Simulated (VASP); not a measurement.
LiCl: single point with r2SCAN

The system is LiCl.

```xyz
2
Lattice="0.0000 2.8790 2.0354 2.8790 0.0000 2.0354 2.8790 2.8790 0.0000" Properties=species:S:1:pos:R:3 pbc="T T T"
Li    0.0000    0.0000    0.0000
Cl    2.8790    2.8790    2.0354
```

This cell differs from its parent crystal: ratio of the length along z to the lengths across it x 0.707, volume and fractional coordinates fixed.

```
Program             : VASP 6.6.1
Task                : single point
Functional          : r2SCAN
Potentials or basis : VASP PAW PBE potentials, release 64 (Li_sv, Cl)
Cutoff              : 520 eV
k mesh              : 8 × 8 × 8
Occupations         : gaussian, width 0.05 eV
Spin                : no spin polarisation
```

The band gap on the k mesh is 6.87 eV.

Levels at points of the mesh, in eV from the valence-band top:
| k point | band 3 | band 4 | band 5 | band 6 | band 7 | band 8 |
| --- | --- | --- | --- | --- | --- | --- |
| (0.00, 0.00, 0.00) | -1.38 | 0.00 | 0.00 | 6.87 | 12.46 | 12.46 |
| (0.50, 0.00, 0.00) | -2.90 | -0.84 | -0.32 | 6.97 | 8.79 | 13.11 |
| (0.50, 0.50, 0.00) | -3.07 | -2.05 | -2.05 | 7.76 | 9.57 | 14.29 |
| (0.50, 0.00, 0.50) | -3.24 | -2.14 | -0.10 | 9.46 | 10.19 | 12.12 |

Run time: 2.7 min on 1 thread of Intel Xeon 8259CL, with other jobs on the host, peak memory 0.17 GiB.

 A k mesh can miss the band edges.
